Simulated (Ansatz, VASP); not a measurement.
## ReSb2 in VASP and in Ansatz

```
Re Sb
1.0
     4.51441    0.00000    0.00000
     0.00000    4.51441    0.00000
     0.00000    0.00000    6.38434
Re Sb
1 2
Direct
  0.00000 0.00000 0.00000
  0.50000 0.00000 0.25000
  0.00000 0.50000 0.75000
```

Change from the starting cell: ordered vacancies on the cation sites of zinc blende (P-4m2, No. 115).

Alike in both runs: task relaxation of cell and atoms; functional PBE; k mesh 4 × 4 × 4; occupations gaussian, width 0.1 eV; no spin polarisation.

|  | VASP | Ansatz |
| --- | --- | --- |
| version | VASP 6.6.1 | Ansatz 0.2.0 |
| potentials or method | VASP PAW PBE potentials, release 64 (Re, Sb), cutoff 600 eV | scalar-relativistic, plane waves, PAW |
| valence electrons in the cell | 17 | 45 |

```tsv
	VASP	Ansatz	Ansatz less VASP
gap on the k mesh at the Fermi level, each at its own relaxed structure (eV)	none	none	-
relaxed volume (Å³/atom)	24.43	24.45	+0.021
relaxed length of the cell vector where the two differ most in proportion (Å)	6.978	6.992	+0.0142
```

A gap of «none» marks a metal or a gap that the smearing closes. VASP's potentials hold 17 valence electrons a cell and Ansatz's 45, so a difference there can come from the potentials and not from the codes.

Neither program's run includes spin-orbit coupling. Noted on VASP's run: the volume moved by over 15 % at a fixed basis, so the end points are rough.
